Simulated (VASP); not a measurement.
KMg2BF6 (a cell with a defect), 10 atoms in the cell. The cell holds a defect, 10 atoms: a = 7.983 Å, b = 3.991 Å, c = 3.991 Å, α = 90.00°, β = 90.00°, γ = 90.00°. 

```yaml
Program: VASP 6.6.1
Task: single point
Functional: PBEsol
Potentials_or_basis: VASP PAW PBE potentials, release 64 (K_sv, B, Mg, F)
Cutoff: 520 eV
k_mesh: 2 × 2 × 2, shifted
Occupations: fermi-dirac, width 0.05 eV
Spin: no spin polarisation
Dipole_correction: no
Charge: 4
Further_INCAR_settings: ALGO = Normal; EDIFF = 1e-06; NBANDS = 40; NELECT = 54.0
```

Potentials or basis: VASP PAW PBE potentials, release 64 (K_sv, B, Mg, F).

The run is started by

```console
$ cat potpaw_PBE.64/K_sv/POTCAR potpaw_PBE.64/B/POTCAR potpaw_PBE.64/Mg/POTCAR potpaw_PBE.64/F/POTCAR > POTCAR
$ mpirun -np 1 vasp_std > vasp.out
```

Hardware: 1 thread of Intel(R) Xeon(R) Platinum 8259CL CPU @ 2.50GHz (Skylake/Cascade Lake) (shared host).

Task: How long does it take, and how much memory?

Result: Wall time 65 s on 1 thread of Intel(R) Xeon(R) Platinum 8259CL CPU @ 2.50GHz (Skylake/Cascade Lake), with other jobs on the host, peak memory 0.23 GiB. Counts: scf iterations 31, k points 4.
